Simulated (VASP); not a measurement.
Runs of VASP 6.6.1 on Mg2NCl. The structure is trigonal, space group R-3m (No. 166). Conventional cell: a = 3.293 Å, b = 3.293 Å, c = 17.814 Å, α = 90.00°, β = 90.00°, γ = 120.00°. Mg (site symmetry 3m) has 3 N at 2.15 Å and 3 Cl at 2.74 Å and 3 Mg at 2.76 Å within 2.8 Å. Within 2.8 Å of N (site symmetry -3m) lie 6 Mg at 2.15 Å. Within 3.6 Å of Cl (site symmetry -3m) lie 6 Mg at 2.74 Å and 6 Cl at 3.29 Å and 6 N at 3.53 Å. 

```tsv
level	potentials or basis	cutoff (eV)	grid for exact exchange (PRECFOCK)	share of exact exchange	screening parameter	gap on the mesh (eV)	pressure (GPa)	largest force (eV/Å)
PBE	VASP PAW PBE potentials, release 64 (Mg, N, Cl)	600	-	-	-	2.38	(a)	0.02
r2SCAN	VASP PAW PBE potentials, release 64 (Mg, N, Cl)	660	-	-	-	(c)	-0.4	0.08
LDA	VASP PAW LDA potentials, release 64 (Mg, N, Cl)	600	-	-	-	2.32	(b)	0.12
HSE06	VASP PAW PBE potentials, release 64 (Mg, N, Cl)	520	Normal	0.25	0.2079 1/Å	3.60	-0.5	0.12
```

Alike in all rows: task single point; no spin polarisation; cell as given; k mesh 4 × 4 × 4; smearing gaussian 0.01 eV.

Question: Estimate the missing entries.

Answer: (a) 2.1; (b) -4.5; (c) 3.07.

Caveats: all runs use coarse meshes; the PAW data sets were made with another functional, which shifts forces and pressure a little (at least some runs).

